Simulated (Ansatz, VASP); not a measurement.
RbCl: VASP beside Ansatz

INCAR

```
SYSTEM = RbCl
  ALGO = Normal
  EDIFF = 1E-6
  ENCUT = 500
  GGA = PE
  GGA_COMPAT = .FALSE.
  ISIF = 2
  ISMEAR = -4
  LASPH = .TRUE.
  LCHARG = .FALSE.
  LREAL = .FALSE.
  LWAVE = .FALSE.
  NBANDS = 15
  NELM = 120
  PREC = Accurate
  SIGMA = 0.1
```

Contents of KPOINTS:

```
k-points
0
G
  4 4 4
  0 0 0
```

Contents of POSCAR:

```
RbCl
1.0
    0.0000000000      3.3087073290      3.3087073290
    3.3087073290      0.0000000000      3.3087073290
    3.3087073290      3.3087073290      0.0000000000
Rb Cl
1 1
Direct
    0.0000000000      0.0000000000      0.0000000000
    0.5000000000      0.5000000000      0.5000000000
```

Input for Ansatz:

```yaml
crystal:
  lattice:
    - [0.0, 3.308707329, 3.308707329]
    - [3.308707329, 0.0, 3.308707329]
    - [3.308707329, 3.308707329, 0.0]
  atoms:
    - { symbol: Rb, position: [0.0, 0.0, 0.0] }
    - { symbol: Cl, position: [0.5, 0.5, 0.5] }
basis:
  ecutwfc: 420
kpoints:
  mp_grid: { grid: [4, 4, 4] }
hamiltonian:
  xc: pbe
scf:
  occupations: { method: tetrahedron_uncorrected }
output:
  forces: true
  stress: true
  eigenvalues: true
```

Alike in both runs: task single point; functional PBE; k mesh 4 × 4 × 4; no spin polarisation.

|  | VASP | Ansatz |
| --- | --- | --- |
| version | VASP 6.6.1 | Ansatz 0.2.0 |
| potentials or method | VASP PAW PBE potentials, release 64 (Rb_sv, Cl), cutoff 500 eV | scalar-relativistic, plane waves, PAW |
| occupations | tetrahedron | tetrahedron-uncorrected |
| valence electrons in the cell | 16 | 16 |

|  | VASP | Ansatz | Ansatz less VASP |
| --- | --- | --- | --- |
| gap on the k mesh at the Fermi level (eV) | 4.95 | 4.95 | +0.003 |
| least direct gap on the mesh (eV) | 4.95 | 4.95 | +0.003 |
| pressure (GPa) | 0.6 | 0.6 | 0.00 |

Ansatz's warnings: band table not solved further.
